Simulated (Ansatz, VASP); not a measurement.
Two plane-wave programs on TiTeAs3

```
CELL_PARAMETERS angstrom
3.17410 0.00000 0.00000
0.00000 4.77164 0.00000
0.00000 0.00000 7.60016
ATOMIC_POSITIONS crystal
Ti 0.50000 0.50000 0.50000
Te 0.50000 0.00000 0.00000
As 0.50000 0.50000 0.78807
As 0.50000 0.50000 0.21193
As 0.00000 0.00000 0.50000
```

Alike in both runs: task single point; functional PBE; k mesh 6 × 4 × 2; occupations gaussian, width 0.1 eV; no spin polarisation.

|  | VASP | Ansatz |
| --- | --- | --- |
| version | VASP 6.6.1 | Ansatz 0.2.0 |
| potentials or method | VASP PAW PBE potentials, release 64 (Ti_sv, Te, As), cutoff 520 eV | scalar-relativistic, plane waves, PAW |
| valence electrons in the cell | 33 | 73 |

Ansatz gave:

* gap on the k mesh at the Fermi level (eV): none
* pressure (GPa): 4.4
* traceless stress, the component that is largest in VASP (GPa): 24.00
* rms of the force components (eV/Å): 1.540

Q: Which values does VASP return?

A: gap on the k mesh at the Fermi level (eV): none; pressure (GPa): 4.5; traceless stress, the component that is largest in VASP (GPa): 24.01; rms of the force components (eV/Å): 1.542.

Atom by atom the forces differ by 0.002 eV/Å (rms over components). A gap of «none» marks a metal or a gap that the smearing closes. With one functional, cell and mesh, what is left measures potentials, basis and numerics. VASP's potentials hold 33 valence electrons a cell and Ansatz's 73, so a difference there can come from the potentials and not from the codes.

The k mesh is coarse, so the values compare programs but aren't converged. Spin-orbit coupling is off throughout.
